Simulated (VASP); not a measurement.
Here is a VASP 6.6.1 calculation.

The input INCAR:

```
SYSTEM = BiTe
PREC = Accurate ; ENCUT = 520
EDIFF = 1E-7 ; ISMEAR = 0
SIGMA = 0.15 ; LREAL = .FALSE.
LASPH = .TRUE. ; NELM = 100
ALGO = Normal ; ISIF = 2
LWAVE = .FALSE. ; LCHARG = .FALSE.
GGA = PE ; NBANDS = 18
```

File KPOINTS:

```
Automatic mesh
0
G
  12 12 12
  0 0 0
```

The input POSCAR:

```
BiTe
1.0
    2.4227077728      1.3987509848      3.3172919545
   -2.4227077728      1.3987509848      3.3172919545
    0.0000000000     -2.7975019696      3.3172919545
Bi Te
1 1
Direct
    0.5000000000      0.5000000000      0.5000000000
    0.0000000000      0.0000000000      0.0000000000
```

Potentials or basis: VASP PAW PBE potentials, release 64 (Bi_d, Te).

Launch:

```console
$ cat potpaw_PBE.64/Bi_d/POTCAR potpaw_PBE.64/Te/POTCAR > POTCAR
$ mpirun -np 1 vasp_std > vasp.out
```

Q: Predict the band gap on the k mesh.

A: Zero (an odd number of electrons rules out a gap without spin polarisation).

Q: What does it give for the pressure?

A: -0.1 GPa.

Caveat: spin-orbit coupling is left out, which moves the levels of the heavy elements.
